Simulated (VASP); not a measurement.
Set up this calculation in VASP 6.6.1, as the native input.

```
Task                   : single point
Functional             : PBEsol
Potentials or basis    : VASP PAW PBE potentials, release 64 (Sb)
Cutoff                 : 520 eV
k mesh                 : 12 × 12 × 12
Occupations            : gaussian, width 0.15 eV
Spin                   : no spin polarisation
Dipole correction      : no
Further INCAR settings : ALGO = Normal; EDIFF = 1e-07; NBANDS = 12
```

The structure of Sb lies in POSCAR:

```
Sb
1.0
    2.1183413270      1.2230249354      3.8563200000
   -2.1183413270      1.2230249354      3.8563200000
    0.0000000000     -2.4460498707      3.8563200000
Sb
2
Direct
    0.2336400000      0.2336400000      0.2336400000
    0.7663600000      0.7663600000      0.7663600000
```

This cell differs from its parent crystal: strain -0.015 along x and y, +0.030 along z.

These files were run (other wordings do the same):

INCAR

```
ALGO     = Normal         # electronic algorithm
EDIFF    = 1E-7           # SCF threshold, eV
ENCUT    = 520            # plane-wave cutoff, eV
GGA      = PS             # functional
ISIF     = 2              # what is computed and relaxed
ISMEAR   = 0              # smearing method
LASPH    = T              # aspherical terms in the spheres
LCHARG   = T              # write CHGCAR
LELF     = T              # ELF
LREAL    = F              # projectors in reciprocal space
LVHAR    = T            
LWAVE    = F              # write WAVECAR
NBANDS   = 12             # bands
NELM     = 60             # most SCF steps
PREC     = Accurate       # precision mode
SIGMA    = 0.15           # smearing width, eV
```

KPOINTS

```
k-points
0
Gamma
  12 12 12
```

Potentials or basis: VASP PAW PBE potentials, release 64 (Sb).

Run with:

```console
$ cat potpaw_PBE.64/Sb/POTCAR > POTCAR
$ mpirun -np 1 vasp_std > vasp.out
```

It gave:

| Property | Result |
| --- | --- |
| Pressure | 0.9 GPa |
| Largest force | 0.191 eV/Å |
| Band gap on the k mesh | zero (band 5 reaches 7.36 eV, above the bottom of band 6 at 7.03 eV) |

Caveat: the cell differs from its parent crystal (strain -0.015 along x and y, +0.030 along z); the PAW data sets were made with another functional, which shifts forces and pressure a little; spin-orbit coupling is left out, which moves the levels of the heavy elements.

Run time: 2.7 min on 1 thread of Intel Xeon 8259CL, with other jobs on the host, peak memory 0.28 GiB.
